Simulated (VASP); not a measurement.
Write the native input for VASP 6.6.1 that does the following.

- Task: single point
- Functional: PBEsol
- Potentials or basis: VASP PAW PBE potentials, release 64 (Ti_sv, N)
- Cutoff: 520 eV
- k mesh: 20 × 20 × 20
- Occupations: gaussian, width 0.15 eV
- Spin: collinear spin
- Starting moments: [0.875, 0.0] μB
- Fixed moment: 0.875 μB
- Dipole correction: no
- Further INCAR settings: ALGO = Normal; EDIFF = 1e-07; NBANDS = 20

The structure of TiN lies in POSCAR:

```
TiN
1.0
    0.0000000000      2.0443429201      2.0443429201
    2.0443429201      0.0000000000      2.0443429201
    2.0443429201      2.0443429201      0.0000000000
Ti N
1 1
Direct
    0.0000000000      0.0000000000      0.0000000000
    0.5000000000      0.5000000000      0.5000000000
```

These files were run (other wordings do the same):

INCAR

```
SYSTEM = TiN
ALGO = Normal
EDIFF = 1E-7
ENCUT = 520
GGA = PS
ISIF = 2
ISMEAR = 0
ISPIN = 2
LASPH = .True.
LCHARG = .True.
LELF = .True.
LMAXMIX = 4
LORBIT = 11
LREAL = .False.
LVHAR = .True.
LWAVE = .False.
MAGMOM = 0.875 0
NBANDS = 20
NELM = 150
NUPDOWN = 0.875
PREC = Accurate
SIGMA = 0.15
```

KPOINTS

```
k-points
0
Gamma
  20 20 20
  0 0 0
```

Potentials or basis: VASP PAW PBE potentials, release 64 (Ti_sv, N).

Run with:

```bash
$ cat potpaw_PBE.64/Ti_sv/POTCAR potpaw_PBE.64/N/POTCAR > POTCAR
$ mpirun -np 1 vasp_std > vasp.out
```

Results of the run:

```
Pressure                                              : 37.8 GPa
Net moment                                            : 0.88 μB per cell
Site moments                                          : Ti +0.65; N +0.07 μB
Valence electrons inside the program's atomic spheres : Ti 10.65; N 3.82
```

Caveat: the cell stands under pressure; the PAW data sets were made with another functional, which shifts forces and pressure a little; the total moment is fixed, so each spin has its own Fermi level and the state may be an excited one.

It took 4.5 min on 1 thread of Intel Xeon 8259CL (shared host), peak memory 0.26 GiB.
